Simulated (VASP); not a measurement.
# Cu (C2/m) in VASP: single point with LDA

Aim: the single point of Cu with LDA.

All numbers are computed with VASP 6.6.1; they aren't measurements. Logs are shortened: lines on timing, memory, paths and dates and some standing lists are left out, and cuts for length are marked.

## (1) The cell of the first run

The typed cell holds 2 atoms: a = 3.745 Å, b = 3.745 Å, c = 2.448 Å, α = 90.00°, β = 139.83°, γ = 90.00°.

## (2) Single point, LDA

Contents of INCAR:

```
ALGO = Fast
EDIFF = 1E-6
ENCUT = 520
ISIF = 2
ISMEAR = 0
LASPH = True
LCHARG = False
LREAL = False
LWAVE = False
NBANDS = 18
NELM = 80
PREC = Accurate
SIGMA = 0.1
```

Contents of KPOINTS:

```
k-points
0
Gamma
  9 9 21
```

Contents of POSCAR:

```
Cu
1.0
    3.7454359570      0.0000000000      0.0028519081
    0.0000000000      3.7454370428      0.0000000000
   -1.8714754268      0.0000000000      1.5775885555
Cu
2
Direct
    0.0000000000      0.0000000000      0.0000000000
    0.5000000000      0.5000000000      0.0000000000
```

Potentials or basis: VASP PAW LDA potentials, release 64 (Cu).

Run with:

```sh
cat potpaw_LDA.64/Cu/POTCAR > POTCAR
mpirun -np 1 vasp_std > vasp.out
```

OUTCAR:

```text
EDIFF = 1E-6
   ENCUT = 520
   ISIF = 2
   ISMEAR = 0
   LASPH = True
   LREAL = False
   NELM = 80
   PREC = Accurate

 ion  position               nearest neighbor table
   1  0.000  0.000  0.000-   2 2.45   2 2.45   2 2.45   2 2.45   2 2.65   2 2.65   2 2.65   2 2.65

   2  0.500  0.500  0.000-   1 2.45   1 2.45   1 2.45   1 2.45   1 2.65   1 2.65   1 2.65   1 2.65

  LATTYP: Found a simple monoclinic cell.
 ALAT       =     2.4476940012
 B/A-ratio  =     1.5301900650
 C/A-ratio  =     1.0015272576
 COS(beta)  =    -0.1689543568

  Lattice vectors:

 A1 = (  -1.8714754268,   0.0000000000,   1.5775885555)
 A2 = (   0.0000000000,  -3.7454370428,   0.0000000000)
 A3 = (   1.8739605302,   0.0000000000,   1.5804404636)

Analysis of symmetry for initial positions (statically):
=====================================================================
 Subroutine PRICEL returns following result:

  LATTYP: Found a base centered monoclinic cell.
 ALAT       =     3.1580299969
 B/A-ratio  =     1.1860042642
 C/A-ratio  =     0.7750699023
 COS(beta)  =    -0.6439184689

  Lattice vectors:

 A1 = (  -0.0012425517,   1.8727185214,  -1.5790145095)
 A2 = (  -0.0012425517,  -1.8727185214,  -1.5790145095)
 A3 = (  -1.8714754268,   0.0000000000,   1.5775885555)

   2 primitive cells build up your supercell.

 Routine SETGRP: Setting up the symmetry group for a
 simple monoclinic supercell.

 Subroutine GETGRP returns: Found  4 space group operations
 (whereof  4 operations were pure point group operations)
 out of a pool of  4 trial point group operations.

The static configuration has the point symmetry C_2h.

Analysis of symmetry for dynamics (positions and initial velocities):
=====================================================================
 Subroutine PRICEL returns following result:

  LATTYP: Found a base centered monoclinic cell.
 ALAT       =     3.1580299969
 B/A-ratio  =     1.1860042642
 C/A-ratio  =     0.7750699023
 COS(beta)  =    -0.6439184689

  Lattice vectors:

 A1 = (  -0.0012425517,   1.8727185214,  -1.5790145095)
 A2 = (  -0.0012425517,  -1.8727185214,  -1.5790145095)
 A3 = (  -1.8714754268,   0.0000000000,   1.5775885555)

   2 primitive cells build up your supercell.

 Routine SETGRP: Setting up the symmetry group for a
 simple monoclinic supercell.

 Subroutine GETGRP returns: Found  4 space group operations
 (whereof  4 operations were pure point group operations)
 out of a pool of  4 trial point group operations.

The dynamic configuration has the point symmetry C_2h.

 Subroutine INISYM returns: Found  4 space group operations
 (whereof  4 operations are pure point group operations),
 and found     2 'primitive' translations

----------------------------------------------------------------------------------------

                                     Primitive cell

  volume of cell :      11.0754

  direct lattice vectors                    reciprocal lattice vectors
    -0.001242552  1.872718521 -1.579014510    -0.266750665  0.266991539 -0.316443291
    -0.001242552 -1.872718521 -1.579014510    -0.266750665 -0.266991539 -0.316443291
    -1.871475427  0.000000000  1.577588555    -0.533983553  0.000000000  0.000420200

  length of vectors
     2.449563844  2.449563844  2.447694001     0.492520818  0.492520818  0.533983718

  position of ions in fractional coordinates (direct lattice)
     0.000000000  0.000000000  0.000000000

  ion indices of the primitive-cell ions
   primitive index   ion index
                 1           1

----------------------------------------------------------------------------------------

 KPOINTS: k-points

Automatic generation of k-mesh.
 Grid dimensions read from file:
 generate k-points for:    9    9   21

 Generating k-lattice:

  Cartesian coordinates                     Fractional coordinates (reciprocal lattice)
     0.029638963  0.000000000  0.035160366     0.111111111  0.000000000  0.000000000
     0.000000000  0.029665727  0.000000000     0.000000000  0.111111111  0.000000000
    -0.000022963  0.000000000  0.030157466     0.000000000  0.000000000  0.047619048

  Length of vectors
     0.045986079  0.029665727  0.030157475

  Shift w.r.t. Gamma in fractional coordinates (k-lattice)
     0.000000000  0.000000000  0.000000000

 Subroutine IBZKPT returns following result:
 ===========================================

 Found    475 irreducible k-points:

 Following reciprocal coordinates:
            Coordinates               Weight
  0.000000  0.000000  0.000000      1.000000
  0.111111  0.000000 -0.000000      2.000000
  0.222222  0.000000  0.000000      2.000000
  0.333333  0.000000 -0.000000      2.000000
  0.444444  0.000000  0.000000      2.000000
  0.000000  0.111111  0.000000      2.000000
[... 16 lines left out ...]
  0.222222  0.444444  0.000000      4.000000
  0.333333  0.444444 -0.000000      4.000000
 [... further k-points ...]
   k-points           NKPTS =    475   k-points in BZ     NKDIM =    475   number of bands    NBANDS=     18
   number of dos      NEDOS =    301   number of ions     NIONS =      2
   total plane-waves  NPLWV =  14112
   dimension x,y,z NGX =    28 NGY =   28 NGZ =   18
   dimension x,y,z NGXF=    56 NGYF=   56 NGZF=   36
   ions per type =               2
   NGX,Y,Z   is equivalent  to a cutoff of  12.43, 12.43, 12.23 a.u.
   NGXF,Y,Z  is equivalent  to a cutoff of  24.86, 24.86, 24.45 a.u.
 SYSTEM =  unknown system
   PREC   = accura    normal or accurate (medium, high low for compatibility)
   ISTART =      0    job   : 0-new  1-cont  2-samecut
   ICHARG =      2    charge: 1-file 2-atom 10-const
   ISPIN  =      1    spin polarized calculation?
   LNONCOLLINEAR =      F non collinear calculations
   LSORBIT =      F    spin-orbit coupling
   LASPH  =      T    aspherical Exc in radial PAW
   ENCUT  =  520.0 eV  38.22 Ry    6.18 a.u.   6.96  6.96  4.55*2*pi/ulx,y,z
   NELM   =     80;   NELMIN=  2; NELMDL= -5     # of ELM steps
   EDIFF  = 0.1E-05   stopping-criterion for ELM
   LREAL  =      F    real-space projection
[... 7 lines left out ...]
   TEBEG  =    0.0;   TEEND  =   0.0 temperature during run
   PSTRESS=    0.0 pullay stress
   NELECT =      22.0000    total number of electrons
   NUPDOWN=      -1.0000    fix difference up-down
   EMIN   =  10.00;   EMAX   =-10.00  energy-range for DOS
   EFERMI =   0.00;   METHOD = LEGACY
   ISMEAR =     0;   SIGMA  =   0.10  broadening in eV -4-tet -1-fermi 0-gaus
   EFERMI_NEDOS =   21; number of points for ismear=-14 and -15
   IALGO  =     68    algorithm
   IMIX   =      4    mixing-type and parameters
     AMIX     =   0.40;   BMIX     =  1.00
     AMIX_MAG =   1.60;   BMIX_MAG =  1.00
  volume/ion in A,a.u.               =      11.08        74.74
  Fermi-wavevector in a.u.,A,eV,Ry     =   1.633373  3.086628 36.299101  2.667909
  Thomas-Fermi vector in A             =   2.725189
   LORBIT       =      0    0 simple, 1 ext, 2 COOP (PROOUT), +10 PAW based schemes
   GGA     = CA    functional components
   LHFCALC =     F    Hartree Fock is set to
   AEXX    =    0.0000 exact exchange contribution
   IVDW    =     0    specifies the selected vdW correction
   LEPSILON=     F    determine dielectric tensor
   LRPA    =     F    only Hartree local field effects (RPA)
 non-spin polarized calculation
 RMM-DIIS sequential band-by-band and
 Gauss-broadening in eV      SIGMA  =   0.10
  energy-cutoff  :      520.00
  volume of cell :       22.15
 maximum number of plane-waves:       609
   NGX = 13   NGY = 13   NGZ =  9

 number of electron      21.9999998 magnetization

 Free energy of the ion-electron system (eV)
  ---------------------------------------------------
  ext. energy  EPLUGINS =         0.00000000
  ---------------------------------------------------
  free energy    TOTEN  =        -9.36789652 eV

  energy without entropy =       -9.36446412  energy(sigma->0) =       -9.36618032

 E-fermi :   8.2057     XC(G=0): -13.4823

 val. band max:        8.1886218667   @ k =  -0.1111   0.1111   0.0476
 cond. band min:       8.2100861156   @ k =   0.3333   0.4444   0.3333
 fundamental gap:      0.0214642489
 Fermi energy:         8.2056679855

 k-point     1 :       0.0000    0.0000    0.0000
  band No.  band energies     occupation
      1      -1.6727      2.00000
      2       2.7973      2.00000
      3       3.5322      2.00000
      4       4.7078      2.00000
      5       4.7085      2.00000
      6       5.3273      2.00000
[... 10 lines left out ...]
     17      31.1774      0.00000
     18      31.9625      0.00000

 k-point     2 :       0.1111    0.0000   -0.0000
  band No.  band energies     occupation
      1      -1.3375      2.00000
      2       2.9676      2.00000
      3       3.6133      2.00000
      4       4.6943      2.00000
      5       4.7752      2.00000
      6       5.3596      2.00000
[... 10 lines left out ...]
     17      30.0193      0.00000
     18      31.3742      0.00000

 k-point     3 :       0.2222    0.0000    0.0000
  band No.  band energies     occupation
      1      -0.3679      2.00000
      2       3.3833      2.00000
      3       3.8229      2.00000
      4       4.5958      2.00000
      5       4.8251      2.00000
      6       5.0705      2.00000
[... 10 lines left out ...]
     17      27.0945      0.00000
     18      30.3865      0.00000

 k-point     4 :       0.3333    0.0000   -0.0000
  band No.  band energies     occupation
      1       1.0974      2.00000
      2       3.7551      2.00000
      3       4.0882      2.00000
      4       4.3909      2.00000
      5       4.5035      2.00000
      6       4.7310      2.00000
[... 375 lines left out ...]
      4       4.2515      2.00000
      5       4.8189      2.00000
      6       4.8557      2.00000
[... 10 lines left out ...]
     17      26.7255      0.00000
     18      28.2207      0.00000

 k-point    23 :       0.2222    0.4444    0.0000
  band No.  band energies     occupation
      1       1.4832      2.00000
      2       2.2924      2.00000
      3       4.2840      2.00000
      4       4.4366      2.00000
      5       4.5579      2.00000
      6       4.6380      2.00000
[... 10 lines left out ...]
     17      27.2562      0.00000
     18      28.5207      0.00000

 k-point    24 :       0.3333    0.4444   -0.0000
  band No.  band energies     occupation
      1       2.2738      2.00000
      2       2.7099      2.00000
      3       4.4312      2.00000
      4       4.4972      2.00000
      5       5.0025      2.00000
      6       5.0849      2.00000
[... 10 lines left out ...]
     17      27.9682      0.00000
     18      28.8131      0.00000

 [... further k-points ...]

------------------------ aborting loop because EDIFF is reached ----------------------------------------

  FORCE on cell =-STRESS in cart. coord.  units (eV):
  Direction    XX          YY          ZZ          XY          YZ          ZX
  --------------------------------------------------------------------------------------
  -------------------------------------------------------------------------------------
  Total       -0.2604329     -0.2873155      0.2726112      0.0000000      0.0000000      0.0004726
  in kB      -18.8371709    -20.7815997     19.7180322      0.0000000      0.0000000      0.0341800
  external PRESSURE =      -6.6335795 kB  Pullay stress =       0.0000000 kB

 VOLUME and BASIS-vectors are now :
 -----------------------------------------------------------------------------
  energy-cutoff  :      520.00
  volume of cell :       22.15
      direct lattice vectors                 reciprocal lattice vectors
     3.745435957  0.000000000  0.002851908     0.266750665  0.000000000  0.316443291
     0.000000000  3.745437043  0.000000000     0.000000000  0.266991539  0.000000000
    -1.871475427  0.000000000  1.577588555    -0.000482222  0.000000000  0.633306783

 POSITION                                       TOTAL-FORCE (eV/Angst)
 -----------------------------------------------------------------------------------
      0.00000      0.00000      0.00000        -0.000000     -0.000000     -0.000000
      1.87272      1.87272      0.00143         0.000000      0.000000      0.000000
 -----------------------------------------------------------------------------------
    total drift:                               -0.000000      0.000000      0.000000

  FREE ENERGIE OF THE ION-ELECTRON SYSTEM (eV)
  ---------------------------------------------------
  free  energy   TOTEN  =        -9.3678965238 eV

  energy  without entropy=       -9.3644641248  energy(sigma->0) =       -9.36618032
```

It took 4.2 min on 1 thread of Intel Xeon 8259CL, shared host; peak memory 0.25 GiB.

What came out:

| Item | Value |
| --- | --- |
| Free energy | -9.3679 eV |
| Pressure | -0.7 GPa |
| Band gap on the k mesh | zero (bands 11 and 12 overlap by 6.69 eV) |

Stress tensor (GPa, compression positive):
```
-1.88  0.00  0.00
 0.00 -2.08  0.00
 0.00  0.00  1.97
```

Levels at points of the mesh, in eV from the Fermi level:
```csv
k point,band 8,band 9,band 10,band 11,band 12,band 13,band 14,band 15
"(0.00, 0.00, 0.00)",-2.11,-1.90,-1.90,-1.44,0.24,6.04,15.22,15.35
```
